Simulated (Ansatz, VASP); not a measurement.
ZrB2 in VASP and in Ansatz

```xyz
3
Lattice="3.1712 0.0000 0.0000 -1.5856 2.7463 0.0000 0.0000 0.0000 3.5420" Properties=species:S:1:pos:R:3 pbc="T T T"
Zr    0.0000    0.0000    0.0000
B     0.0000    1.8309    1.7710
B     1.5856    0.9154    1.7710
```

Alike in both runs: functional PBE; k mesh 14 × 14 × 12; occupations gaussian, width 0.05 eV; no spin polarisation.

Ansatz relaxed the structure, and its values are those at the end. VASP's run is a single point on that final structure, the one shown.

|  | VASP | Ansatz |
| --- | --- | --- |
| version | VASP 6.6.1 | Ansatz 0.2.0 |
| potentials or method | VASP PAW PBE potentials, release 64 (Zr_sv, B), cutoff 520 eV | scalar-relativistic, plane waves, PAW |
| valence electrons in the cell | 18 | 18 |

|  | VASP | Ansatz | Ansatz less VASP |
| --- | --- | --- | --- |
| gap on the k mesh at the Fermi level (eV) | none | none | - |
| pressure (GPa) | 0.1 | 0.0 | -0.14 |

A gap of «none» marks a metal or a gap that the smearing closes. With one functional, cell and mesh, what is left measures potentials, basis and numerics.
